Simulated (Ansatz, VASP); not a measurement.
## KF in VASP and in Ansatz

File INCAR:

```
PREC = Accurate ; ENCUT = 520
EDIFF = 1E-7 ; ISMEAR = 0
SIGMA = 0.05 ; LREAL = F
LASPH = T ; NELM = 100
ALGO = Normal ; ISIF = 2
LWAVE = F ; LCHARG = F
NBANDS = 15
```

The input KPOINTS:

```
Automatic mesh
0
Gamma
  8 8 8
```

File POSCAR:

```
KF
1.0
   -0.0282280131      2.6347920876      2.6347920876
    2.6347920876     -0.0282280131      2.6347920876
    2.6347920876      2.6347920876     -0.0282280131
K F
1 1
Direct
    0.0000000000      0.0000000000      0.0000000000
    0.5000000000      0.5000000000      0.5000000000
```

Input for Ansatz:

```yaml
crystal:
  lattice:
    - [-0.0282280131, 2.6347920876, 2.6347920876]
    - [2.6347920876, -0.0282280131, 2.6347920876]
    - [2.6347920876, 2.6347920876, -0.0282280131]
  atoms:
    - { symbol: K, position: [0.0, 0.0, 0.0] }
    - { symbol: F, position: [0.5, 0.5, 0.5] }
basis:
  ecutwfc: 520.0
kpoints:
  mp_grid: { grid: [8, 8, 8] }
hamiltonian:
  xc: lda
scf:
  occupations: { method: gaussian, width: 0.05 }
output:
  forces: true
  stress: true
  eigenvalues: true
```

Alike in both runs: task single point; functional LDA; k mesh 8 × 8 × 8; occupations gaussian, width 0.05 eV; no spin polarisation.

|  | VASP | Ansatz |
| --- | --- | --- |
| version | VASP 6.6.1 | Ansatz 0.2.0 |
| potentials or method | VASP PAW LDA potentials, release 64 (K_sv, F), cutoff 520 eV | scalar-relativistic, plane waves, PAW |
| valence electrons in the cell | 16 | 16 |

```tsv
	VASP	Ansatz	Ansatz less VASP
gap on the k mesh at the Fermi level (eV)	5.91	5.93	+0.017
least direct gap on the mesh (eV)	5.91	5.93	+0.017
pressure (GPa)	-2.7	-2.8	-0.12
traceless stress, the component that is largest in VASP (GPa)	0.15	0.16	+0.002
```

LDA's correlation is that of Perdew and Zunger in VASP and of Perdew and Wang (1992) in Ansatz.
